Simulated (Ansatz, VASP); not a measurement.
## Two plane-wave programs on VWC2

Contents of INCAR:

```
SYSTEM = VWC2
  PREC = Accurate
  ENCUT = 520
  EDIFF = 1E-7
  ISMEAR = -1
  SIGMA = 0.05
  LREAL = .FALSE.
  LASPH = .TRUE.
  NELM = 150
  ALGO = Normal
  ISIF = 2
  LWAVE = .FALSE.
  LCHARG = .TRUE.
  ISPIN = 2
  MAGMOM = 0 2 0 0
  LORBIT = 11
  LMAXMIX = 4
  GGA = CA
  LELF = .TRUE.
  LVHAR = .TRUE.
  NBANDS = 30
```

Contents of KPOINTS:

```
regular mesh
0
G
  10 10 10
  0 0 0
```

POSCAR

```
VWC2
1.0
    1.4965380473      0.8640266445      4.8672107864
   -1.4965380473      0.8640266445      4.8672107864
    0.0000000000     -1.7280532889      4.8672107864
W V C
1 1 2
Direct
    0.0000000000      0.0000000000      0.0000000000
    0.5000000000      0.5000000000      0.5000000000
    0.2464940000      0.2464940000      0.2464940000
    0.7535060000      0.7535060000      0.7535060000
```

The input input.yaml:

```yaml
crystal:
  lattice:
    - [1.4965380473, 0.8640266445, 4.8672107864]
    - [-1.4965380473, 0.8640266445, 4.8672107864]
    - [0.0, -1.7280532889, 4.8672107864]
  atoms:
    - { symbol: W, position: [0.0, 0.0, 0.0] }
    - { symbol: V, position: [0.5, 0.5, 0.5], spin: 2.0 }
    - { symbol: C, position: [0.246494, 0.246494, 0.246494] }
    - { symbol: C, position: [0.753506, 0.753506, 0.753506] }
hamiltonian:
  xc: lda
  pseudopotentials: { kind: paw }
magnetization:
  spin_polarized: true
kpoints:
  mp_grid: { grid: [10, 10, 10] }
scf:
  occupations: { method: fermi_dirac, width: 0.05 }
output:
  forces: true
  stress: true
  eigenvalues: true
```

Alike in both runs: task single point; functional LDA; k mesh 10 × 10 × 10; occupations fermi-dirac, width 0.05 eV; collinear spin.

```csv
,VASP,Ansatz
version,VASP 6.6.1,Ansatz 0.2.0
potentials or method,"VASP PAW LDA potentials, release 64 (W_sv, V_sv, C)",Ansatz PAW
plane-wave cutoff (eV),520,420
valence electrons in the cell,35,35
```

Ansatz gave:

```
gap on the k mesh at the Fermi level (eV)                     : none
pressure (GPa)                                                : -3.2
traceless stress, the component that is largest in VASP (GPa) : -0.50
rms of the force components (eV/Å)                            : 0.021
net moment per atom (μB)                                      : 0.00
```

Q: Estimate VASP's values.

A: gap on the k mesh at the Fermi level (eV): none; pressure (GPa): -1.4; traceless stress, the component that is largest in VASP (GPa): -0.56; rms of the force components (eV/Å): 0.044; net moment per atom (μB): 0.00.

LDA's correlation is that of Perdew and Zunger in VASP and of Perdew and Wang (1992) in Ansatz. Atom by atom the forces differ by 0.023 eV/Å (rms over components). A gap of «none» marks a metal or a gap that the smearing closes.

Neither program's run includes spin-orbit coupling.
